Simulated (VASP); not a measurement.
A run of VASP 6.6.1 is set up as follows.

The input INCAR:

```
PREC = Accurate
ENCUT = 520
EDIFF = 1E-6
ISMEAR = -1
SIGMA = 0.05
LREAL = False
LASPH = True
NELM = 60
ALGO = Normal
ISIF = 2
LWAVE = False
LCHARG = False
GGA = PE
NBANDS = 18
```

KPOINTS

```
regular mesh
0
Gamma
  10 10 10
```

File POSCAR:

```
La
1.0
    0.0000000000      3.2534690589      3.2534690589
    3.2534690589      0.0000000000      3.2534690589
    3.2534690589      3.2534690589      0.0000000000
La
2
Direct
   -0.1250000000     -0.1250000000     -0.1250000000
    0.1250000000      0.1250000000      0.1250000000
```

Potentials or basis: VASP PAW PBE potentials, release 64 (La).

Run with:

```sh
$ cat potpaw_PBE.64/La/POTCAR > POTCAR
$ mpirun -np 1 vasp_std > vasp.out
```

Task: Predict the pressure.

Result: 4.3 GPa.

Task: Estimate the band gap on the k mesh.

Result: Zero (band 11 reaches 8.20 eV, above the bottom of band 12 at 8.02 eV).

Caveat: spin-orbit coupling is left out, which moves the levels of the heavy elements.
